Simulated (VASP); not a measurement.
# SiC (F-43m) in VASP: notebook

The runs below take SiC through single point, relaxation of cell and atoms, with r2SCAN, PBE.

Everything below comes from runs of VASP 6.6.1. Logs are shortened: lines on timing, memory, paths and dates and some standing lists are left out, and cuts for length are marked.

## Step 1: The cell of the first run

Symmetry: F-43m, No. 216, cubic system. The conventional cell has a = 4.356 Å, b = 4.356 Å, c = 4.356 Å, α = 90.00°, β = 90.00°, γ = 90.00°. Within 2.5 Å of Si (site symmetry -43m) lie 4 C at 1.89 Å. C (site symmetry -43m) has 4 Si at 1.89 Å within 2.5 Å.

## Step 2: Single point, r2SCAN

Input file POSCAR:

```
SiC
1.0
    0.0000000000      2.1780504216      2.1780504216
    2.1780504216      0.0000000000      2.1780504216
    2.1780504216      2.1780504216      0.0000000000
Si C
1 1
Direct
    0.2500000000      0.2500000000      0.2500000000
    0.0000000000      0.0000000000      0.0000000000
```

Input file INCAR.step1:

```
SYSTEM = SiC
PREC = Accurate
ENCUT = 520
ISMEAR = 0
SIGMA = 0.01
LREAL = .FALSE.
LASPH = .TRUE.
NELM = 80
NBANDS = 11
GGA = PE
ALGO = Normal
EDIFF = 1E-4
LWAVE = .TRUE.
LCHARG = .FALSE.
```

Input file INCAR.step2:

```
SYSTEM = SiC
PREC = Accurate
ENCUT = 520
EDIFF = 1E-7
ISMEAR = 0
SIGMA = 0.01
LREAL = .FALSE.
LASPH = .TRUE.
NELM = 80
ALGO = Normal
ISIF = 2
LWAVE = .FALSE.
LCHARG = .FALSE.
METAGGA = R2SCAN
LMIXTAU = .TRUE.
NBANDS = 11
ISTART = 1
```

Input file KPOINTS:

```
regular mesh
0
G
  10 10 10
  0 0 0
```

Potentials or basis: VASP PAW PBE potentials, release 64 (Si, C).

Started as:

```sh
> cat potpaw_PBE.64/Si/POTCAR potpaw_PBE.64/C/POTCAR > POTCAR
> cp INCAR.step1 INCAR
> mpirun -np 1 vasp_std > vasp.out
> cp INCAR.step2 INCAR
> mpirun -np 1 vasp_std > vasp.out
```

OUTCAR:

```text
SYSTEM = SiC
   PREC = Accurate
   ENCUT = 520
   EDIFF = 1E-7
   ISMEAR = 0
   LREAL = .FALSE.
   LASPH = .TRUE.
   NELM = 80
   ISIF = 2
   METAGGA = R2SCAN
   ISTART = 1

 ion  position               nearest neighbor table
   1  0.250  0.250  0.250-   2 1.89   2 1.89   2 1.89   2 1.89
   2  0.000  0.000  0.000-   1 1.89   1 1.89   1 1.89   1 1.89

  LATTYP: Found a face centered cubic cell.
 ALAT       =     4.3561008432

  Lattice vectors:

 A1 = (   0.0000000000,   2.1780504216,   2.1780504216)
 A2 = (   2.1780504216,   0.0000000000,   2.1780504216)
 A3 = (   2.1780504216,   2.1780504216,   0.0000000000)

Analysis of symmetry for initial positions (statically):
=====================================================================
 Subroutine PRICEL returns:
 Original cell was already a primitive cell.

 Routine SETGRP: Setting up the symmetry group for a
 face centered cubic supercell.

 Subroutine GETGRP returns: Found 24 space group operations
 (whereof 24 operations were pure point group operations)
 out of a pool of 48 trial point group operations.

The static configuration has the point symmetry T_d .

Analysis of symmetry for dynamics (positions and initial velocities):
=====================================================================
 Subroutine PRICEL returns:
 Original cell was already a primitive cell.

 Routine SETGRP: Setting up the symmetry group for a
 face centered cubic supercell.

 Subroutine GETGRP returns: Found 24 space group operations
 (whereof 24 operations were pure point group operations)
 out of a pool of 48 trial point group operations.

The dynamic configuration has the point symmetry T_d .

 Subroutine INISYM returns: Found 24 space group operations
 (whereof 24 operations are pure point group operations),
 and found     1 'primitive' translations

----------------------------------------------------------------------------------------

                                     Primitive cell

  volume of cell :      20.6649

  direct lattice vectors                    reciprocal lattice vectors
     0.000000000  2.178050422  2.178050422    -0.229563097  0.229563097  0.229563097
     2.178050422  0.000000000  2.178050422     0.229563097 -0.229563097  0.229563097
     2.178050422  2.178050422  0.000000000     0.229563097  0.229563097 -0.229563097

  length of vectors
     3.080228446  3.080228446  3.080228446     0.397614947  0.397614947  0.397614947

  position of ions in fractional coordinates (direct lattice)
     0.250000000  0.250000000  0.250000000
     0.000000000  0.000000000  0.000000000
[... 81 lines left out ...]
   IBRION =     -1    ionic relax: 0-MD 1-quasi-New 2-CG
   NFREE  =      0    steps in history (QN), initial steepest desc. (CG)
   ISIF   =      2    stress and relaxation
   ISYM   =      2    0-nonsym 1-usesym 2-fastsym
   POTIM  = 0.5000    time-step for ionic-motion
   TEBEG  =    0.0;   TEEND  =   0.0 temperature during run
   PSTRESS=    0.0 pullay stress
   NELECT =       8.0000    total number of electrons
   NUPDOWN=      -1.0000    fix difference up-down
   EMIN   =  10.00;   EMAX   =-10.00  energy-range for DOS
   EFERMI =   0.00;   METHOD = LEGACY
   ISMEAR =     0;   SIGMA  =   0.01  broadening in eV -4-tet -1-fermi 0-gaus
   EFERMI_NEDOS =   21; number of points for ismear=-14 and -15
   IALGO  =     38    algorithm
   IMIX   =      4    mixing-type and parameters
     AMIX     =   0.40;   BMIX     =  1.00
     AMIX_MAG =   1.60;   BMIX_MAG =  1.00
  volume/ion in A,a.u.               =      10.33        69.73
  Fermi-wavevector in a.u.,A,eV,Ry     =   1.193146  2.254719 19.369216  1.423597
  Thomas-Fermi vector in A             =   2.329167
   LORBIT       =      0    0 simple, 1 ext, 2 COOP (PROOUT), +10 PAW based schemes
   METAGGA = R2SCAN    functional components
   LHFCALC =     F    Hartree Fock is set to
   AEXX    =    0.0000 exact exchange contribution
   IVDW    =     0    specifies the selected vdW correction
   LEPSILON=     F    determine dielectric tensor
   LRPA    =     F    only Hartree local field effects (RPA)
 non-spin polarized calculation
 Gauss-broadening in eV      SIGMA  =   0.01
  energy-cutoff  :      520.00
  volume of cell :       20.66
 maximum number of plane-waves:       568
   NGX = 11   NGY = 11   NGZ = 11

 number of electron       8.0000001 magnetization

 Free energy of the ion-electron system (eV)
  ---------------------------------------------------
  ext. energy  EPLUGINS =         0.00000000
  ---------------------------------------------------
  free energy    TOTEN  =       -19.32696197 eV

  energy without entropy =      -19.32696197  energy(sigma->0) =      -19.32696197

 E-fermi :   8.0982     XC(G=0): -11.9403

 val. band max:        7.9968985264   @ k =   0.0000   0.0000   0.0000
 cond. band min:       9.7210729382   @ k =   0.5000   0.5000   0.0000
 fundamental gap:      1.7241744119
 Fermi energy:         8.0981577051

 k-point     1 :       0.0000    0.0000    0.0000
  band No.  band energies     occupation
      1      -8.1931      2.00000
      2       7.9969      2.00000
      3       7.9969      2.00000
      4       7.9969      2.00000
      5      14.8474      0.00000
      6      15.8554      0.00000
      7      15.8554      0.00000
      8      15.8554      0.00000
      9      23.2134      0.00000
     10      23.2134      0.00000
     11      25.7821      0.00000
[... 309 lines left out ...]
 k-point    24 :       0.4000    0.3000    0.0000
  band No.  band energies     occupation
      1      -4.9555      2.00000
      2       2.1596      2.00000
      3       4.7228      2.00000
      4       5.2489      2.00000
      5      11.2951      0.00000
      6      14.1637      0.00000
      7      20.5099      0.00000
      8      20.8127      0.00000
      9      22.8562      0.00000
     10      27.0948      0.00000
     11      30.5128      0.00000

 [... further k-points ...]
[... 5 lines left out ...]
  --------------------------------------------------------------------------------------
  -------------------------------------------------------------------------------------
  Total       -0.0189970     -0.0189970     -0.0189970      0.0000000     -0.0000000      0.0000000
  in kB       -1.4728575     -1.4728575     -1.4728575      0.0000000     -0.0000000      0.0000000
  external PRESSURE =      -1.4728575 kB  Pullay stress =       0.0000000 kB

 VOLUME and BASIS-vectors are now :
 -----------------------------------------------------------------------------
  energy-cutoff  :      520.00
  volume of cell :       20.66
      direct lattice vectors                 reciprocal lattice vectors
     0.000000000  2.178050422  2.178050422    -0.229563097  0.229563097  0.229563097
     2.178050422  0.000000000  2.178050422     0.229563097 -0.229563097  0.229563097
     2.178050422  2.178050422  0.000000000     0.229563097  0.229563097 -0.229563097

 POSITION                                       TOTAL-FORCE (eV/Angst)
 -----------------------------------------------------------------------------------
      1.08903      1.08903      1.08903         0.000000      0.000000      0.000000
      0.00000      0.00000      0.00000        -0.000000     -0.000000     -0.000000
 -----------------------------------------------------------------------------------
    total drift:                                0.000001      0.000001      0.000001

  FREE ENERGIE OF THE ION-ELECTRON SYSTEM (eV)
  ---------------------------------------------------
  free  energy   TOTEN  =       -19.3269619718 eV

  energy  without entropy=      -19.3269619718  energy(sigma->0) =      -19.32696197
```

OUTCAR.step1:

```text
SYSTEM = SiC
   PREC = Accurate
   ENCUT = 520
   ISMEAR = 0
   LREAL = .FALSE.
   LASPH = .TRUE.
[... 557 lines left out ...]
      1.08903      1.08903      1.08903        -0.000000     -0.000000     -0.000000
      0.00000      0.00000      0.00000         0.000000      0.000000      0.000000
 -----------------------------------------------------------------------------------
    total drift:                               -0.000000     -0.000000     -0.000000

  FREE ENERGIE OF THE ION-ELECTRON SYSTEM (eV)
  ---------------------------------------------------
  free  energy   TOTEN  =       -15.0571393092 eV

  energy  without entropy=      -15.0571393092  energy(sigma->0) =      -15.05713931
```

OSZICAR.step1:

```text
N       E                     dE             d eps       ncg     rms          rms(c)
DAV:   1     0.342027921133E+01    0.34203E+01   -0.41617E+03  1050   0.676E+02
DAV:   2    -0.162559777269E+02   -0.19676E+02   -0.18747E+02  1373   0.102E+02
DAV:   3    -0.169132167012E+02   -0.65724E+00   -0.65590E+00  1280   0.157E+01
DAV:   4    -0.169157674509E+02   -0.25507E-02   -0.25506E-02  1161   0.128E+00
DAV:   5    -0.169157779062E+02   -0.10455E-04   -0.10455E-04  1285   0.769E-02    0.883E+00
DAV:   6    -0.151145001207E+02    0.18013E+01   -0.64934E+00  1148   0.114E+01    0.392E+00
DAV:   7    -0.150646790992E+02    0.49821E-01   -0.38794E-01  1226   0.356E+00    0.179E+00
DAV:   8    -0.150569298097E+02    0.77493E-02   -0.20453E-02  1163   0.950E-01    0.172E-01
DAV:   9    -0.150570265513E+02   -0.96742E-04   -0.16670E-03  1270   0.232E-01    0.113E-01
DAV:  10    -0.150571372045E+02   -0.11065E-03   -0.24155E-04  1120   0.944E-02    0.266E-02
DAV:  11    -0.150571393092E+02   -0.21047E-05   -0.41194E-05   625   0.340E-02
   1 F= -.15057139E+02 E0= -.15057139E+02  d E =-.548491E-14
```

Run time: 20 s. Hardware: 1 thread of Intel Xeon 6975P-C, shared host; peak memory 0.14 GiB.

What came out:

```
Free energy            : -19.3270 eV
Pressure               : -0.1 GPa
Band gap on the k mesh : 1.72 eV, indirect (least direct gap 5.06 eV)
```

Caveat: the PAW data sets were made with another functional, which shifts forces and pressure a little. r2SCAN opens gaps a little over a GGA but as a rule still falls short of measured ones.

## Step 3: Relaxation of cell and atoms, PBE

Input file INCAR:

```
PREC = Accurate ; ENCUT = 600
EDIFF = 1E-6 ; ISMEAR = -1
SIGMA = 0.02 ; LREAL = F
LASPH = T ; NELM = 80
ALGO = Normal ; ISIF = 3
LWAVE = F ; LCHARG = F
GGA = PE ; IBRION = 2
NSW = 80 ; EDIFFG = -0.005
```

Input file KPOINTS:

```
regular mesh
0
Gamma
  10 10 10
```

Input file POSCAR:

```
SiC
1.0
    0.0000000000      2.1769966238      2.1769966238
    2.1769966238      0.0000000000      2.1769966238
    2.1769966238      2.1769966238      0.0000000000
Si C
1 1
Direct
    0.2500000000      0.2500000000      0.2500000000
    0.0000000000      0.0000000000      0.0000000000
```

Potentials or basis: VASP PAW PBE potentials, release 64 (Si, C).

Started as:

```sh
> cat potpaw_PBE.64/Si/POTCAR potpaw_PBE.64/C/POTCAR > POTCAR
> mpirun -np 1 vasp_std > vasp.out
```

Wall time 12 s (1 thread of Intel Xeon 6975P-C, shared host); peak memory 0.16 GiB.

The run converged. Its results:

```
Free energy                            : -15.0618 eV
Relaxed volume                         : 10.49 Å³/atom
Relaxed cell                           : a = 3.096 Å, b = 3.096 Å, c = 3.096 Å, α = 60.00°, β = 60.00°, γ = 60.00°
Space group after relaxing (to 0.05 Å) : F-43m (No. 216)
Energy gained by relaxing              : 2.0 meV/atom
Ionic steps                            : 3
Pressure after relaxing                : 0.0 GPa
Band gap on the k mesh                 : 1.37 eV, indirect (least direct gap 4.53 eV)
```

Step by step:
```csv
step,energy change (eV),largest force (eV/Å),pressure (GPa),volume (Å³)
1,0.0000,0.0000,3.70,20.63
2,0.0002,0.0000,-3.58,21.36
3,-0.0040,0.0000,0.00,20.99
```

Final structure:
```
CELL_PARAMETERS angstrom
0.00000 2.18926 2.18926
2.18926 0.00000 2.18926
2.18926 2.18926 0.00000
ATOMIC_POSITIONS crystal
Si 0.25000 0.25000 0.25000
C 0.00000 0.00000 0.00000
```

Levels at points of the mesh, in eV from the valence-band top:
| k point | band 1 | band 2 | band 3 | band 4 | band 5 | band 6 | band 7 | band 8 |
| --- | --- | --- | --- | --- | --- | --- | --- | --- |
| (0.00, 0.00, 0.00) | -15.29 | 0.00 | 0.00 | 0.00 | 6.07 | 7.21 | 7.21 | 7.21 |
| (0.50, 0.00, 0.00) | -11.78 | -8.46 | -1.05 | -1.05 | 5.31 | 7.17 | 7.17 | 9.98 |
| (0.50, 0.50, 0.00) | -10.34 | -7.75 | -3.16 | -3.16 | 1.37 | 4.27 | 13.87 | 13.87 |
